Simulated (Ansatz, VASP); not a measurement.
**P in VASP and in Ansatz**

INCAR

```
  PREC = Accurate
  ENCUT = 520
  EDIFF = 1E-6
  ISMEAR = 0
  SIGMA = 0.02
  LREAL = False
  LASPH = True
  NELM = 60
  ALGO = Normal
  ISIF = 2
  LWAVE = False
  LCHARG = False
  LDIPOL = True
  IDIPOL = 3
  DIPOL = 0.5 0.5 0.500
  GGA = PE
  IVDW = 12
  NBANDS = 12
```

File KPOINTS:

```
Automatic mesh
0
Gamma
  9 9 1
```

File POSCAR:

```
P
1.0
    3.0730000000      0.0000000000      0.0000000000
   -1.5365000000      2.6612960658      0.0000000000
    0.0000000000      0.0000000000     28.0000000000
P
2
Direct
    0.3333333333      0.6666666667      0.5285892857
    0.6666666667      0.3333333333      0.4714107143
```

Input for Ansatz:

```yaml
crystal:
  lattice:
    - [3.073, 0.0, 0.0]
    - [-1.5365, 2.6612960658, 0.0]
    - [0.0, 0.0, 28.0]
  atoms:
    - { symbol: P, position: [0.3333333333, 0.6666666667, 0.5285892857] }
    - { symbol: P, position: [0.6666666667, 0.3333333333, 0.4714107143] }
  periodic: [true, true, false]
basis:
  ecutwfc: 420
kpoints:
  mp_grid: { grid: [9, 9, 1] }
hamiltonian:
  xc: pbe
  dispersion: d3bj
scf:
  occupations: { method: gaussian, width: 0.02 }
output:
  forces: true
  stress: true
  eigenvalues: true
```

Alike in both runs: task single point; functional PBE; dispersion D3(BJ); k mesh 9 × 9 × 1; occupations gaussian, width 0.02 eV; no spin polarisation.

|  | VASP | Ansatz |
| --- | --- | --- |
| version | VASP 6.6.1 | Ansatz 0.2.0 |
| potentials or method | VASP PAW PBE potentials, release 64 (P), cutoff 520 eV | scalar-relativistic, plane waves, PAW |
| valence electrons in the cell | 10 | 10 |

|  | VASP | Ansatz | Ansatz less VASP |
| --- | --- | --- | --- |
| gap on the k mesh at the Fermi level (eV) | none | none | - |
| rms of the force components (eV/Å) | 1.935 | 1.900 | -0.0352 |

Atom by atom the forces differ by 0.035 eV/Å (rms over components). A gap of «none» marks a metal or a gap that the smearing closes.
